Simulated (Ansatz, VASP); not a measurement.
# BN in VASP and in Ansatz

```
B N
1.0
     0.00000    1.80163    1.80163
     1.80163    0.00000    1.80163
     1.80163    1.80163    0.00000
B N
1 1
Direct
  0.00000 0.00000 0.00000
  0.25000 0.25000 0.25000
```

Alike in both runs: task single point; functional PBE; k mesh 12 × 12 × 12; no spin polarisation.

```csv
,VASP,Ansatz
version,VASP 6.6.1,Ansatz 0.2.0
potentials or method,"VASP PAW PBE potentials, release 64 (B, N)","scalar-relativistic, plane waves, PAW"
plane-wave cutoff (eV),600,420
occupations,"gaussian, width 0.01 eV",fixed
valence electrons in the cell,8,8
```

```csv
,VASP,Ansatz,Ansatz less VASP
pressure (GPa),6.9,6.8,-0.02
```
